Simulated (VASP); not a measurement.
# WC (Amm2) in VASP: further runs, part 2 of 2

VASP 6.6.1. The steps go on from the part before.

## (3) Single point, r2SCAN (strain +0.0150 x Voigt [1, -1, 0, 0, 0, 0])

Input file POSCAR:

```
WC
1.0
    2.9440089575      0.0000000000      0.0000000000
   -1.4720044788      2.4742293084      0.0000000000
    0.0000000000      0.0000000000      2.8290000000
W C
1 1
Direct
    0.0000000000      0.0000000000      0.0000000000
    0.6666666667      0.3333333333      0.5000000000
```

Input file INCAR.step1:

```
SYSTEM = WC
PREC     = Accurate       ! precision mode
ENCUT    = 520            ! plane-wave cutoff, eV
ISMEAR   = 0              ! smearing method
SIGMA    = 0.15           ! smearing width, eV
LREAL    = .FALSE.        ! projectors in reciprocal space
LASPH    = .TRUE.         ! aspherical terms in the spheres
NELM     = 60             ! most SCF steps
NBANDS   = 16             ! bands
GGA      = PE             ! functional
ALGO     = Normal         ! electronic algorithm
EDIFF    = 1E-4           ! SCF threshold, eV
LWAVE    = .TRUE.         ! write WAVECAR
LCHARG   = .FALSE.        ! write CHGCAR
```

Input file INCAR.step2:

```
SYSTEM = WC
PREC     = Accurate       ! precision mode
ENCUT    = 520            ! plane-wave cutoff, eV
EDIFF    = 1E-6           ! SCF threshold, eV
ISMEAR   = 0              ! smearing method
SIGMA    = 0.15           ! smearing width, eV
LREAL    = .FALSE.        ! projectors in reciprocal space
LASPH    = .TRUE.         ! aspherical terms in the spheres
NELM     = 60             ! most SCF steps
ALGO     = Normal         ! electronic algorithm
ISIF     = 2              ! what is computed and relaxed
LWAVE    = .FALSE.        ! write WAVECAR
LCHARG   = .FALSE.        ! write CHGCAR
METAGGA  = R2SCAN         ! meta-GGA
LMIXTAU  = .TRUE.       
NBANDS   = 16             ! bands
ISTART   = 1
```

Input file KPOINTS:

```
Automatic mesh
0
G
  18 18 16
  0 0 0
```

Potentials or basis: VASP PAW PBE potentials, release 64 (W_sv, C).

Launch:

```sh
> cat potpaw_PBE.64/W_sv/POTCAR potpaw_PBE.64/C/POTCAR > POTCAR
> cp INCAR.step1 INCAR
> mpirun -np 1 vasp_std > vasp.out
> cp INCAR.step2 INCAR
> mpirun -np 1 vasp_std > vasp.out
```

OUTCAR:

```text
SYSTEM = WC
   PREC = Accurate
   ENCUT = 520
   EDIFF = 1E-6
   ISMEAR = 0
   LREAL = .FALSE.
   LASPH = .TRUE.
   NELM = 60
   ISIF = 2
   METAGGA = R2SCAN
   ISTART = 1

 ion  position               nearest neighbor table
   1  0.000  0.000  0.000-   2 2.17   2 2.17   2 2.20   2 2.20   2 2.20   2 2.20
   2  0.667  0.333  0.500-   1 2.17   1 2.17   1 2.20   1 2.20   1 2.20   1 2.20

  Warning from LATTYP: Monoclinic adjustment (A1->A3, A2->A1, A3->A2)!
  LATTYP: Found a base centered orthorhombic cell.
 ALAT       =     2.9440089575
 B/A-ratio  =     1.6808571877
[... 649 lines left out ...]

  FORCE on cell =-STRESS in cart. coord.  units (eV):
  Direction    XX          YY          ZZ          XY          YZ          ZX
  --------------------------------------------------------------------------------------
  -------------------------------------------------------------------------------------
  Total       -0.1354344      1.8676605      0.7977839     -0.0000000      0.0000000      0.0000000
  in kB      -10.5299765    145.2099890     62.0274379     -0.0000000      0.0000000      0.0000000
  external PRESSURE =      65.5691501 kB  Pullay stress =       0.0000000 kB

 VOLUME and BASIS-vectors are now :
 -----------------------------------------------------------------------------
  energy-cutoff  :      520.00
  volume of cell :       20.61
      direct lattice vectors                 reciprocal lattice vectors
     2.944008957  0.000000000  0.000000000     0.339672880  0.202083129  0.000000000
    -1.472004479  2.474229308  0.000000000     0.000000000  0.404166258  0.000000000
     0.000000000  0.000000000  2.829000000     0.000000000  0.000000000  0.353481796

 POSITION                                       TOTAL-FORCE (eV/Angst)
 -----------------------------------------------------------------------------------
      0.00000      0.00000      0.00000        -0.000000      0.174313      0.000000
      1.47200      0.82474      1.41450         0.000000     -0.174313      0.000000
 -----------------------------------------------------------------------------------
    total drift:                               -0.000000     -0.000030     -0.000000

  FREE ENERGIE OF THE ION-ELECTRON SYSTEM (eV)
  ---------------------------------------------------
  free  energy   TOTEN  =       -61.5925603281 eV

  energy  without entropy=      -61.5893317102  energy(sigma->0) =      -61.59094602
```

OUTCAR.step1:

```text
SYSTEM = WC
   PREC = Accurate
   ENCUT = 520
   ISMEAR = 0
   LREAL = .FALSE.
   LASPH = .TRUE.
[... 681 lines left out ...]
      0.00000      0.00000      0.00000        -0.000000      0.189816      0.000000
      1.47200      0.82474      1.41450         0.000000     -0.189816      0.000000
 -----------------------------------------------------------------------------------
    total drift:                               -0.000000      0.000114     -0.000000

  FREE ENERGIE OF THE ION-ELECTRON SYSTEM (eV)
  ---------------------------------------------------
  free  energy   TOTEN  =       -22.4206391660 eV

  energy  without entropy=      -22.4170845368  energy(sigma->0) =      -22.41886185
```

Run time: 20 min. Hardware: 1 thread of Oxide Virtual Turin-like, shared host; peak memory 0.33 GiB.

Results:

```yaml
Free_energy: -61.5926 eV
Pressure: 6.6 GPa
Largest_force: 0.174 eV/Å
Band_gap_on_the_k_mesh: zero (band 9 reaches 11.81 eV, above the bottom of band 10 at 10.61 eV)
```

Forces on the atoms (eV/Å):
```
W    0.000  0.174  0.000
C    0.000 -0.174  0.000
```

Stress tensor (GPa, compression positive):
```
-1.05  0.00  0.00
 0.00 14.52  0.00
 0.00  0.00  6.20
```

Caveat: the cell differs from its parent crystal (strain +0.0150 x Voigt [1, -1, 0, 0, 0, 0]); the PAW data sets were made with another functional, which shifts forces and pressure a little; spin-orbit coupling is left out, which moves the levels of the heavy elements.

## (4) Single point, r2SCAN (strain -0.0100 x Voigt [1, -1, 0, 0, 0, 0])

Input file POSCAR:

```
WC
1.0
    2.8714964216      0.0000000000      0.0000000000
   -1.4357482108      2.5370270066      0.0000000000
    0.0000000000      0.0000000000      2.8290000000
W C
1 1
Direct
    0.0000000000      0.0000000000      0.0000000000
    0.6666666667      0.3333333333      0.5000000000
```

Input file INCAR.step1:

```
PREC     = Accurate       # precision mode
ENCUT    = 520            # plane-wave cutoff, eV
ISMEAR   = 0              # smearing method
SIGMA    = 0.15           # smearing width, eV
LREAL    = F              # projectors in reciprocal space
LASPH    = T              # aspherical terms in the spheres
NELM     = 60             # most SCF steps
NBANDS   = 16             # bands
GGA      = PE             # functional
ALGO     = Normal         # electronic algorithm
EDIFF    = 1E-4           # SCF threshold, eV
LWAVE    = T              # write WAVECAR
LCHARG   = F              # write CHGCAR
```

Input file INCAR.step2:

```
PREC     = Accurate       # precision mode
ENCUT    = 520            # plane-wave cutoff, eV
EDIFF    = 1E-6           # SCF threshold, eV
ISMEAR   = 0              # smearing method
SIGMA    = 0.15           # smearing width, eV
LREAL    = F              # projectors in reciprocal space
LASPH    = T              # aspherical terms in the spheres
NELM     = 60             # most SCF steps
ALGO     = Normal         # electronic algorithm
ISIF     = 2              # what is computed and relaxed
LWAVE    = F              # write WAVECAR
LCHARG   = F              # write CHGCAR
METAGGA  = R2SCAN         # meta-GGA
LMIXTAU  = T            
NBANDS   = 16             # bands
ISTART   = 1
```

Input file KPOINTS:

```
regular mesh
0
Gamma
  18 18 16
```

Launch:

```sh
> cat potpaw_PBE.64/W_sv/POTCAR potpaw_PBE.64/C/POTCAR > POTCAR
> cp INCAR.step1 INCAR
> mpirun -np 1 vasp_std > vasp.out
> cp INCAR.step2 INCAR
> mpirun -np 1 vasp_std > vasp.out
```

Wall time 26 min (1 thread of Oxide Virtual Turin-like, shared host); peak memory 0.33 GiB.

Results (log left out):

- Free energy: -61.6010 eV
- Pressure: 6.4 GPa
- Largest force: 0.104 eV/Å
- Band gap on the k mesh: zero (band 9 reaches 11.81 eV, above the bottom of band 10 at 10.61 eV)

Forces in eV/Å, atoms in the order of the input:
```
W    0.000 -0.104  0.000
C    0.000  0.104  0.000
```

Stress tensor (GPa, compression positive):
```
11.97  0.00  0.00
 0.00  1.06  0.00
 0.00  0.00  6.17
```

Levels at points of the mesh, in eV from the Fermi level:
| k point | band 6 | band 7 | band 8 | band 9 | band 10 | band 11 | band 12 | band 13 |
| --- | --- | --- | --- | --- | --- | --- | --- | --- |
| (0.00, 0.00, 0.00) | -4.55 | -3.70 | -3.35 | 0.09 | 3.41 | 3.49 | 5.89 | 6.10 |
| (0.50, 0.00, 0.00) | -7.36 | -3.80 | -3.71 | -0.58 | 2.46 | 4.71 | 5.24 | 7.31 |
| (0.00, 0.50, 0.00) | -7.41 | -3.80 | -3.79 | -0.39 | 2.62 | 4.78 | 5.13 | 7.37 |
| (0.00, 0.00, 0.50) | -9.07 | -2.18 | -2.07 | -0.80 | -0.38 | 3.85 | 4.72 | 4.99 |
| (0.50, 0.00, 0.50) | -6.78 | -4.63 | -4.39 | 0.31 | 4.66 | 5.58 | 7.00 | 9.75 |
| (0.00, 0.50, 0.50) | -6.77 | -4.40 | -4.36 | 0.07 | 4.59 | 5.49 | 7.11 | 9.71 |

Caveat: the cell differs from its parent crystal (strain -0.0100 x Voigt [1, -1, 0, 0, 0, 0]); the PAW data sets were made with another functional, which shifts forces and pressure a little; spin-orbit coupling is left out, which moves the levels of the heavy elements.

## (5) Overview

| cell | gap on the mesh (eV) | pressure (GPa) | largest force (eV/Å) |
| --- | --- | --- | --- |
| a = 2.842, b = 2.930, c = 2.829 Å, angles 90.0, 90.0, 119.0°, 2 atoms | none | 6.8 | 0.19 |
| a = 2.944, b = 2.879, c = 2.829 Å, angles 90.0, 90.0, 120.7°, 2 atoms | none | 6.6 | 0.17 |
| a = 2.871, b = 2.915, c = 2.829 Å, angles 90.0, 90.0, 119.5°, 2 atoms | none | 6.4 | 0.10 |

Alike in all rows: task single point; level r2SCAN; potentials or basis VASP PAW PBE potentials, release 64 (W_sv, C); no spin polarisation; k mesh 18 × 18 × 16; cutoff (eV) 520; smearing gaussian 0.15 eV.

Caveats: the PAW data sets were made with another functional, which shifts forces and pressure a little; spin-orbit coupling is left out, which moves the levels of the heavy elements.

Absolute energies hang on the potentials; compare differences alone.
